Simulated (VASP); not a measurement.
# ErH (Fm-3m) in VASP: single point with PBEsol

Aim: the single point of ErH with PBEsol.

Program: VASP 6.6.1. These are calculated values, not measurements. Logs are shortened: lines on timing, memory, paths and dates and some standing lists are left out, and cuts for length are marked.

## Step 1: The cell of the first run

The structure is cubic, space group Fm-3m (No. 225). Conventional cell: a = 4.872 Å, b = 4.872 Å, c = 4.872 Å, α = 90.00°, β = 90.00°, γ = 90.00°. Er (site symmetry m-3m) has 6 H at 2.44 Å within 3.2 Å. H (site symmetry m-3m) has 6 Er at 2.44 Å within 3.2 Å.

## Step 2: Single point, PBEsol, collinear spin, ferromagnetic start

File INCAR:

```
PREC     = Accurate       # precision mode
ENCUT    = 520            # plane-wave cutoff, eV
EDIFF    = 1E-6           # SCF threshold, eV
ISMEAR   = -1             # smearing method
SIGMA    = 0.15           # smearing width, eV
LREAL    = False          # projectors in reciprocal space
LASPH    = True           # aspherical terms in the spheres
NELM     = 150            # most SCF steps
ALGO     = Normal         # electronic algorithm
ISIF     = 2              # what is computed and relaxed
LWAVE    = False          # write WAVECAR
LCHARG   = True           # write CHGCAR
ISPIN    = 2              # spin polarisation
MAGMOM   = 2.1 0          # initial moments
LORBIT   = 11             # projections on sites
LMAXMIX  = 6              # l up to which the mixer works
GGA      = PS             # functional
LELF     = True           # ELF
LVHAR    = True         
NBANDS   = 22             # bands
```

File KPOINTS:

```
regular mesh
0
Gamma
  8 8 8
```

File POSCAR:

```
ErH
1.0
    0.0000000000      2.4358500000      2.4358500000
    2.4358500000      0.0000000000      2.4358500000
    2.4358500000      2.4358500000      0.0000000000
Er H
1 1
Direct
    0.0000000000      0.0000000000      0.0000000000
    0.5000000000      0.5000000000      0.5000000000
```

Potentials or basis: VASP PAW PBE potentials, release 64 (Er, H).

Run with:

```
cat potpaw_PBE.64/Er/POTCAR potpaw_PBE.64/H/POTCAR > POTCAR
mpirun -np 1 vasp_std > vasp.out
```

OUTCAR:

```text
PREC = Accurate
   ENCUT = 520
   EDIFF = 1E-6
   ISMEAR = -1
   LREAL = False
   LASPH = True
   NELM = 150
   ISIF = 2
   ISPIN = 2
   LORBIT = 11
   GGA = PS

 ion  position               nearest neighbor table
   1  0.000  0.000  0.000-
   2  0.500  0.500  0.500-

  LATTYP: Found a face centered cubic cell.
 ALAT       =     4.8717000000

  Lattice vectors:

 A1 = (   0.0000000000,   2.4358500000,   2.4358500000)
 A2 = (   2.4358500000,   0.0000000000,   2.4358500000)
 A3 = (   2.4358500000,   2.4358500000,   0.0000000000)

Analysis of symmetry for initial positions (statically):
=====================================================================
 Subroutine PRICEL returns:
 Original cell was already a primitive cell.

 Routine SETGRP: Setting up the symmetry group for a
 face centered cubic supercell.

 Subroutine GETGRP returns: Found 48 space group operations
 (whereof 48 operations were pure point group operations)
 out of a pool of 48 trial point group operations.

The static configuration has the point symmetry O_h .

Analysis of symmetry for dynamics (positions and initial velocities):
=====================================================================
 Subroutine PRICEL returns:
 Original cell was already a primitive cell.

 Routine SETGRP: Setting up the symmetry group for a
 face centered cubic supercell.

 Subroutine GETGRP returns: Found 48 space group operations
 (whereof 48 operations were pure point group operations)
 out of a pool of 48 trial point group operations.

The dynamic configuration has the point symmetry O_h .

Analysis of structural, dynamic, and magnetic symmetry:
=====================================================================
 Subroutine PRICEL returns:
 Original cell was already a primitive cell.

 Routine SETGRP: Setting up the symmetry group for a
 face centered cubic supercell.

 Subroutine GETGRP returns: Found 48 space group operations
 (whereof 48 operations were pure point group operations)
 out of a pool of 48 trial point group operations.

The overall configuration has the point symmetry O_h .

 Subroutine INISYM returns: Found 48 space group operations
 (whereof 48 operations are pure point group operations),
 and found     1 'primitive' translations

----------------------------------------------------------------------------------------

                                     Primitive cell

  volume of cell :      28.9056

  direct lattice vectors                    reciprocal lattice vectors
     0.000000000  2.435850000  2.435850000    -0.205267155  0.205267155  0.205267155
     2.435850000  0.000000000  2.435850000     0.205267155 -0.205267155  0.205267155
     2.435850000  2.435850000  0.000000000     0.205267155  0.205267155 -0.205267155

  length of vectors
     3.444812106  3.444812106  3.444812106     0.355533142  0.355533142  0.355533142

  position of ions in fractional coordinates (direct lattice)
     0.000000000  0.000000000  0.000000000
     0.500000000  0.500000000  0.500000000

  ion indices of the primitive-cell ions
   primitive index   ion index
                 1           1
                 2           2

----------------------------------------------------------------------------------------

 KPOINTS: regular mesh

Automatic generation of k-mesh.
 Grid dimensions read from file:
 generate k-points for:    8    8    8

 Generating k-lattice:

  Cartesian coordinates                     Fractional coordinates (reciprocal lattice)
    -0.025658394  0.025658394  0.025658394     0.125000000  0.000000000  0.000000000
     0.025658394 -0.025658394  0.025658394     0.000000000  0.125000000  0.000000000
     0.025658394  0.025658394 -0.025658394     0.000000000  0.000000000  0.125000000

  Length of vectors
     0.044441643  0.044441643  0.044441643

  Shift w.r.t. Gamma in fractional coordinates (k-lattice)
     0.000000000  0.000000000  0.000000000

 Subroutine IBZKPT returns following result:
 ===========================================

 Found     29 irreducible k-points:

 Following reciprocal coordinates:
            Coordinates               Weight
  0.000000  0.000000  0.000000      1.000000
  0.125000  0.000000  0.000000      8.000000
  0.250000  0.000000  0.000000      8.000000
  0.375000  0.000000  0.000000      8.000000
  0.500000  0.000000  0.000000      4.000000
  0.125000  0.125000  0.000000      6.000000
[... 16 lines left out ...]
  0.500000  0.250000  0.125000     48.000000
 -0.375000  0.250000  0.125000     24.000000
 [... further k-points ...]
   k-points           NKPTS =     29   k-points in BZ     NKDIM =     29   number of bands    NBANDS=     22
   number of dos      NEDOS =    301   number of ions     NIONS =      2
   total plane-waves  NPLWV =  21952
   dimension x,y,z NGX =    28 NGY =   28 NGZ =   28
   dimension x,y,z NGXF=    56 NGYF=   56 NGZF=   56
   ions per type =               1   1
   NGX,Y,Z   is equivalent  to a cutoff of  13.51, 13.51, 13.51 a.u.
   NGXF,Y,Z  is equivalent  to a cutoff of  27.03, 27.03, 27.03 a.u.
 SYSTEM =  unknown system
   PREC   = accura    normal or accurate (medium, high low for compatibility)
   ISTART =      0    job   : 0-new  1-cont  2-samecut
   ICHARG =      2    charge: 1-file 2-atom 10-const
   ISPIN  =      2    spin polarized calculation?
   LNONCOLLINEAR =      F non collinear calculations
   LSORBIT =      F    spin-orbit coupling
   LASPH  =      T    aspherical Exc in radial PAW
   ENCUT  =  520.0 eV  38.22 Ry    6.18 a.u.   6.41  6.41  6.41*2*pi/ulx,y,z
   NELM   =    150;   NELMIN=  2; NELMDL= -5     # of ELM steps
   EDIFF  = 0.1E-05   stopping-criterion for ELM
   LREAL  =      F    real-space projection
   EDIFFG = 0.1E-04   stopping-criterion for IOM
   NSW    =      0    number of steps for IOM
   IBRION =     -1    ionic relax: 0-MD 1-quasi-New 2-CG
   NFREE  =      0    steps in history (QN), initial steepest desc. (CG)
   ISIF   =      2    stress and relaxation
   ISYM   =      2    0-nonsym 1-usesym 2-fastsym
   POTIM  = 0.5000    time-step for ionic-motion
   TEBEG  =    0.0;   TEEND  =   0.0 temperature during run
   PSTRESS=    0.0 pullay stress
   NELECT =      23.0000    total number of electrons
   NUPDOWN=      -1.0000    fix difference up-down
   EMIN   =  10.00;   EMAX   =-10.00  energy-range for DOS
   EFERMI =   0.00;   METHOD = LEGACY
   ISMEAR =    -1;   SIGMA  =   0.15  broadening in eV -4-tet -1-fermi 0-gaus
   EFERMI_NEDOS =   21; number of points for ismear=-14 and -15
   IALGO  =     38    algorithm
   IMIX   =      4    mixing-type and parameters
     AMIX     =   0.40;   BMIX     =  1.00
     AMIX_MAG =   1.60;   BMIX_MAG =  1.00
  volume/ion in A,a.u.               =      14.45        97.53
  Fermi-wavevector in a.u.,A,eV,Ry     =   1.517016  2.866745 31.311609  2.301338
  Thomas-Fermi vector in A             =   2.626328
   LORBIT       =     11    0 simple, 1 ext, 2 COOP (PROOUT), +10 PAW based schemes
   GGA     = PS    functional components
   LHFCALC =     F    Hartree Fock is set to
   AEXX    =    0.0000 exact exchange contribution
   IVDW    =     0    specifies the selected vdW correction
   LEPSILON=     F    determine dielectric tensor
   LRPA    =     F    only Hartree local field effects (RPA)
 spin polarized calculation
  energy-cutoff  :      520.00
  volume of cell :       28.91
 maximum number of plane-waves:       791
 NGX is ok and might be reduce to    28
   NGX = 13   NGY = 13   NGZ = 13

 number of electron      23.0000005 magnetization       2.3802068

 Free energy of the ion-electron system (eV)
  ---------------------------------------------------
  ext. energy  EPLUGINS =         0.00000000
  ---------------------------------------------------
  free energy    TOTEN  =        -9.72188339 eV

  energy without entropy =       -9.19839020  energy(sigma->0) =       -9.46013680

 E-fermi :   3.0522     XC(G=0): -11.1382

 val. band max:        3.0516864153   @ k =   0.3750   0.2500   0.0000
 cond. band min:       3.0532173578   @ k =   0.3750   0.1250   0.0000
 fundamental gap:      0.0015309425
 Fermi energy:         3.0521693181

 spin component 1

 k-point     1 :       0.0000    0.0000    0.0000
  band No.  band energies     occupation
      1     -46.1197      1.00000
      2     -19.8503      1.00000
      3     -19.8503      1.00000
      4     -19.8503      1.00000
      5      -4.8113      1.00000
      6       0.5848      1.00000
[... 14 lines left out ...]
     21      15.1732      0.00000
     22      15.1732      0.00000

 k-point     2 :       0.1250    0.0000    0.0000
  band No.  band energies     occupation
      1     -46.1105      1.00000
      2     -19.9846      1.00000
      3     -19.8655      1.00000
      4     -19.8655      1.00000
      5      -4.3964      1.00000
      6       0.5955      1.00000
[... 542 lines left out ...]
 k-point    24 :      -0.3750    0.2500    0.1250
  band No.  band energies     occupation
      1     -46.0466      1.00000
      2     -20.5747      1.00000
      3     -20.1703      1.00000
      4     -20.0227      1.00000
      5      -1.5026      1.00000
      6       0.7364      1.00000
[... 14 lines left out ...]
     21      17.3572      0.00000
     22      21.7392      0.00000

 [... further k-points ...]

 spin component 2

 k-point     1 :       0.0000    0.0000    0.0000
  band No.  band energies     occupation
      1     -45.0859      1.00000
      2     -19.1090      1.00000
      3     -19.1090      1.00000
      4     -19.1090      1.00000
      5      -4.7884      1.00000
      6       2.8208      0.82380
[... 14 lines left out ...]
     21      15.2865      0.00000
     22      15.2865      0.00000

 k-point     2 :       0.1250    0.0000    0.0000
  band No.  band energies     occupation
      1     -45.0759      1.00000
      2     -19.2562      1.00000
      3     -19.1253      1.00000
      4     -19.1253      1.00000
      5      -4.3638      1.00000
      6       2.7807      0.85930
[... 542 lines left out ...]
 k-point    24 :      -0.3750    0.2500    0.1250
  band No.  band energies     occupation
      1     -45.0057      1.00000
      2     -19.8960      1.00000
      3     -19.4558      1.00000
      4     -19.2951      1.00000
      5      -1.4119      1.00000
      6       1.7987      0.99977
[... 14 lines left out ...]
     21      17.5281      0.00000
     22      21.7903      0.00000

 [... further k-points ...]
[... 5 lines left out ...]
  --------------------------------------------------------------------------------------
  -------------------------------------------------------------------------------------
  Total       -0.2288636     -0.2288636     -0.2288636      0.0000000      0.0000000     -0.0000000
  in kB      -12.6854460    -12.6854460    -12.6854460      0.0000000      0.0000000     -0.0000000
  external PRESSURE =     -12.6854460 kB  Pullay stress =       0.0000000 kB

 VOLUME and BASIS-vectors are now :
 -----------------------------------------------------------------------------
  energy-cutoff  :      520.00
  volume of cell :       28.91
      direct lattice vectors                 reciprocal lattice vectors
     0.000000000  2.435850000  2.435850000    -0.205267155  0.205267155  0.205267155
     2.435850000  0.000000000  2.435850000     0.205267155 -0.205267155  0.205267155
     2.435850000  2.435850000  0.000000000     0.205267155  0.205267155 -0.205267155

 POSITION                                       TOTAL-FORCE (eV/Angst)
 -----------------------------------------------------------------------------------
      0.00000      0.00000      0.00000         0.000000      0.000000     -0.000000
      2.43585      2.43585      2.43585         0.000000      0.000000      0.000000
 -----------------------------------------------------------------------------------
    total drift:                               -0.000000     -0.000000     -0.000000

  FREE ENERGIE OF THE ION-ELECTRON SYSTEM (eV)
  ---------------------------------------------------
  free  energy   TOTEN  =        -9.7218833900 eV

  energy  without entropy=       -9.1983902021  energy(sigma->0) =       -9.46013680

 total charge

# of ion       s       p       d       f       tot
--------------------------------------------------
    1        2.102   5.755   0.486  11.353  19.696
    2        0.499   0.009   0.000   0.000   0.507
--------------------------------------------------
tot          2.601   5.763   0.486  11.353  20.203

 magnetization (x)

# of ion       s       p       d       f       tot
--------------------------------------------------
    1        0.000  -0.022   0.012   2.414   2.404
    2       -0.002  -0.000   0.000   0.000  -0.002
--------------------------------------------------
tot         -0.002  -0.022   0.012   2.414   2.402
```

Wall time 68 s (1 thread of Intel Xeon Platinum 8488C (Sapphire Rapids), shared host); peak memory 0.2 GiB.

Results:

```
Free energy                                           : -9.7219 eV
Pressure                                              : -1.3 GPa
Net moment                                            : 2.38 μB per cell
Site moments                                          : Er +2.40; H -0.00 μB
Valence electrons inside the program's atomic spheres : Er 19.70; H 0.51
```

Caveat: the magnetic or orbital state may not be the lowest; the PAW data sets were made with another functional, which shifts forces and pressure a little; spin-orbit coupling is left out, which moves the levels of the heavy elements; without U or exact exchange the open f shell lies at the Fermi level, which spoils levels, moments and volumes. The state reached can hang on the start; a lower one may exist.
